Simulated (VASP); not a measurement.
The system is Li4SiC2.

```xyz
7
Lattice="2.1061 1.2160 6.7477 -2.1061 1.2160 6.7477 0.0000 -2.4319 6.7477" Properties=species:S:1:pos:R:3 pbc="T T T"
Li    0.0000    0.0000    7.8523
Li    0.0000    0.0000   12.3908
Li    0.0000    0.0000    4.2171
Li    0.0000    0.0000   16.0261
Si    0.0000    0.0000    0.0000
C     0.0000    0.0000    1.8002
C     0.0000    0.0000   18.4429
```

```yaml
Program: VASP 6.6.1
Task: relaxation of cell and atoms
Functional: PBE
Potentials_or_basis: VASP PAW PBE potentials, release 64 (Li_sv, Si, C)
Cutoff: 600 eV
k_mesh: 6 × 6 × 6
Occupations: gaussian, width 0.1 eV
Spin: no spin polarisation
```

At the start: pressure -7.4 GPa; volume 14.81 Å³/atom.

Question: How do energy, volume and symmetry change on relaxing?

Answer: Over 19 steps the energy falls by 135.6 meV/atom and the volume is 11.75 Å³/atom (-20.6 %); space group R-3m (No. 166, to 0.05 Å).

The path:
| step | energy change (eV) | largest force (eV/Å) | pressure (GPa) | volume (Å³) |
| --- | --- | --- | --- | --- |
| 1 | 0.0000 | 0.8903 | -7.40 | 103.68 |
| 2 | -0.2011 | 2.5427 | 0.51 | 93.73 |
| 3 | -0.2506 | 1.3021 | -2.35 | 96.54 |
| 4 | -0.5193 | 0.8032 | -0.68 | 89.15 |
| 5 | -0.6157 | 0.8690 | 2.07 | 82.15 |
| 6 | -0.7131 | 0.7292 | 0.85 | 82.60 |
| 7 | -0.8468 | 1.1638 | -2.35 | 83.95 |
| 8 | -0.8926 | 0.8135 | -1.80 | 83.76 |
| 9 | -0.9414 | 0.2767 | -0.01 | 83.21 |
| 10 | -0.9418 | 0.1707 | -0.19 | 83.26 |
| 11 | -0.9418 | 0.2011 | -0.14 | 83.25 |
| 12 | -0.9429 | 0.1782 | -0.14 | 83.19 |
| 13 | -0.9454 | 0.1101 | -0.15 | 83.00 |
| 14 | -0.9465 | 0.0929 | -0.16 | 82.63 |
| 15 | -0.9467 | 0.0875 | -0.16 | 82.73 |
| 16 | -0.9474 | 0.0783 | -0.03 | 82.62 |
| 17 | -0.9482 | 0.1082 | 0.30 | 82.34 |
| 18 | -0.9485 | 0.0804 | 0.26 | 82.32 |
| 19 | -0.9491 | 0.0316 | 0.16 | 82.28 |

Final structure:
```cif
data_structure
_symmetry_space_group_name_H-M 'P 1'
_symmetry_Int_Tables_number 1
_cell_length_a 6.6628
_cell_length_b 6.6628
_cell_length_c 6.6628
_cell_angle_alpha 33.962
_cell_angle_beta 33.962
_cell_angle_gamma 33.962
_cell_volume 82.28
loop_
_atom_site_label
_atom_site_type_symbol
_atom_site_fract_x
_atom_site_fract_y
_atom_site_fract_z
_atom_site_occupancy
Li1 Li 0.41433 0.41433 0.41433 1
Li2 Li 0.58567 0.58567 0.58567 1
Li3 Li 0.20481 0.20481 0.20481 1
Li4 Li 0.79519 0.79519 0.79519 1
Si1 Si 0.00000 0.00000 0.00000 1
C1 C 0.09214 0.09214 0.09214 1
C2 C 0.90786 0.90786 0.90786 1
```

Caveat: the cutoff is under 1.25 times the usual one of these potentials, so pressure, stress and relaxed cells hold a basis-set (Pulay) error; the volume moved by over 15 % at a fixed basis, so the end points are rough.
